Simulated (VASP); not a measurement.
Write the native input for VASP 6.6.1 that does the following.

| Property | Result |
| --- | --- |
| Task | single point |
| Functional | PBE |
| Potentials or basis | VASP PAW PBE potentials, release 64 (Te, Mo_sv, Pt) |
| Cutoff | 520 eV |
| k mesh | 6 × 6 × 2 |
| Occupations | gaussian, width 0.1 eV |
| Spin | collinear spin, ferromagnetic start |
| Starting moments | [0.0, 0.0, 1.0, 1.0, 0.0] μB |
| Dipole correction | no |
| Further INCAR settings | ALGO = Normal; EDIFF = 1e-07; NBANDS = 37 |

The structure of Te2Mo2Pt lies in POSCAR:

```
Te2Mo2Pt
1.0
    4.4624597753      0.0000000000      0.0000000000
   -2.2312298876      3.8646035287      0.0000000000
    0.0000000000      0.0000000000      7.7255591303
Te Mo Pt
2 2 1
Direct
    0.3333333333      0.6666666667      0.7352191864
    0.6666666667      0.3333333333      0.2647808136
    0.3333333333      0.6666666667      0.0851055543
    0.6666666667      0.3333333333      0.9148944457
    0.0000000000      0.0000000000      0.0000000000
```

The input as run:

INCAR

```
SYSTEM = Te2Mo2Pt
ALGO = Normal
EDIFF = 1E-7
ENCUT = 520
GGA = PE
ISIF = 2
ISMEAR = 0
ISPIN = 2
LASPH = .TRUE.
LCHARG = .FALSE.
LMAXMIX = 4
LORBIT = 11
LREAL = .FALSE.
LWAVE = .FALSE.
MAGMOM = 0 0 1 1 0
NBANDS = 37
NELM = 150
PREC = Accurate
SIGMA = 0.1
```

KPOINTS

```
k-points
0
G
  6 6 2
  0 0 0
```

Potentials or basis: VASP PAW PBE potentials, release 64 (Te, Mo_sv, Pt).

Launch:

```console
$ cat potpaw_PBE.64/Te/POTCAR potpaw_PBE.64/Mo_sv/POTCAR potpaw_PBE.64/Pt/POTCAR > POTCAR
$ mpirun -np 1 vasp_std > vasp.out
```

Results of the run:

```json
{
 "Pressure": "0.2 GPa",
 "Largest force": "0.068 eV/Å",
 "Band gap on the k mesh": "zero (filled and empty bands overlap)",
 "Net moment": "0.00 μB per cell",
 "Valence electrons inside the program's atomic spheres": "Te 3.36; Mo 12.36; Pt 9.51"
}
```

Caveat: the k points lie up to 0.41 Å⁻¹ apart; spin-orbit coupling is left out, which moves the levels of the heavy elements; this functional lacks dispersion, which binds the layers, so the pressure and a relaxed spacing across them are unreliable.

Wall time 2.3 min on 1 thread of Intel(R) Xeon(R) Platinum 8488C (Sapphire Rapids), with other jobs on the host, peak memory 0.38 GiB.
